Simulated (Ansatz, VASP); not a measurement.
**One calculation of Sc2AlN3, two programs**

File INCAR:

```
SYSTEM = Sc2AlN3
PREC     = Accurate       ! precision mode
ENCUT    = 520            ! plane-wave cutoff, eV
EDIFF    = 1E-6           ! SCF threshold, eV
ISMEAR   = 0              ! smearing method
SIGMA    = 0.1            ! smearing width, eV
LREAL    = .FALSE.        ! projectors in reciprocal space
LASPH    = .TRUE.         ! aspherical terms in the spheres
NELM     = 80             ! most SCF steps
ALGO     = Normal         ! electronic algorithm
ISIF     = 2              ! what is computed and relaxed
LWAVE    = .FALSE.        ! write WAVECAR
LCHARG   = .FALSE.        ! write CHGCAR
GGA      = PE             ! functional
NBANDS   = 29             ! bands
```

The input KPOINTS:

```
Automatic mesh
0
G
  4 4 4
  0 0 0
```

File POSCAR:

```
Sc2AlN3
1.0
    3.9392560200      0.0000000000      0.0000000000
    0.0000000000      3.9392560200      0.0000000000
    0.0000000000      0.0000000000      6.5899767900
Sc Al N
2 1 3
Direct
    0.0000000000      0.5000000000      0.0000000000
    0.5000000000      0.0000000000      0.0000000000
    0.5000000000      0.5000000000      0.5000000000
    0.5000000000      0.5000000000      0.1321156600
    0.5000000000      0.5000000000      0.8678843400
    0.0000000000      0.0000000000      0.5000000000
```

Input for Ansatz:

```yaml
crystal:
  lattice:
    - [3.93925602, 0.0, 0.0]
    - [0.0, 3.93925602, 0.0]
    - [0.0, 0.0, 6.58997679]
  atoms:
    - { symbol: Sc, position: [0.0, 0.5, 0.0] }
    - { symbol: Sc, position: [0.5, 0.0, 0.0] }
    - { symbol: Al, position: [0.5, 0.5, 0.5] }
    - { symbol: "N", position: [0.5, 0.5, 0.13211566] }
    - { symbol: "N", position: [0.5, 0.5, 0.86788434] }
    - { symbol: "N", position: [0.0, 0.0, 0.5] }
basis:
  ecutwfc: 420
kpoints:
  mp_grid: { grid: [4, 4, 4] }
hamiltonian:
  xc: pbe
scf:
  occupations: { method: gaussian, width: 0.1 }
  lower_state_search: "off"
output:
  forces: true
  stress: true
  eigenvalues: true
```

Alike in both runs: task single point; functional PBE; k mesh 4 × 4 × 4; occupations gaussian, width 0.1 eV; no spin polarisation.

```csv
,VASP,Ansatz
version,VASP 6.6.1,Ansatz 0.2.0
potentials or method,"VASP PAW PBE potentials, release 64 (Sc_sv, Al, N), cutoff 520 eV","scalar-relativistic, plane waves, PAW"
valence electrons in the cell,40,40
```

Ansatz gave:

| Property | Result |
| --- | --- |
| gap on the k mesh at the Fermi level (eV) | none |
| pressure (GPa) | -4.2 |
| traceless stress, the component that is largest in VASP (GPa) | -6.29 |
| rms of the force components (eV/Å) | 0.241 |

Question: Estimate VASP's values.

Answer: gap on the k mesh at the Fermi level (eV): none; pressure (GPa): -3.8; traceless stress, the component that is largest in VASP (GPa): -6.54; rms of the force components (eV/Å): 0.278.

Atom by atom the forces differ by 0.037 eV/Å (rms over components). A gap of «none» marks a metal or a gap that the smearing closes. The functional is the same, so the differences come from potentials, cutoffs and numerics.

The k mesh is coarse, so the values compare programs but aren't converged.
